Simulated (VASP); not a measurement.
PbF2, 3 atoms in the cell. It takes space group Fm-3m (No. 225, cubic). The conventional cell has a = 5.892 Å, b = 5.892 Å, c = 5.892 Å, α = 90.00°, β = 90.00°, γ = 90.00°. Within 3.4 Å of Pb (site symmetry m-3m) lie 8 F at 2.55 Å. F (site symmetry -43m) has 4 Pb at 2.55 Å and 6 F at 2.95 Å within 3.4 Å. 

```yaml
Program: VASP 6.6.1
Task: dielectric tensor
Functional: PBE
Potentials_or_basis: VASP PAW PBE potentials, release 64 (Pb_d, F)
Cutoff: 520 eV
k_mesh: 6 × 6 × 6
Occupations: gaussian, width 0.01 eV
Spin: no spin polarisation
Dipole_correction: no
Further_INCAR_settings: ALGO = Normal; EDIFF = 1e-08
```

Potentials or basis: VASP PAW PBE potentials, release 64 (Pb_d, F).

Command:

```bash
$ cat potpaw_PBE.64/Pb_d/POTCAR potpaw_PBE.64/F/POTCAR > POTCAR
$ mpirun -np 1 vasp_std > vasp.out
```

Hardware: 1 thread of Intel(R) Xeon(R) 6975P-C (Granite Rapids), with other jobs on the host.

**Question.** How long does it take, and how much memory?

**Answer.** It took 81 s on 1 thread of Intel(R) Xeon(R) 6975P-C (Granite Rapids), on a shared host, peak memory 0.24 GiB. Counts: scf iterations 148, k points 16.
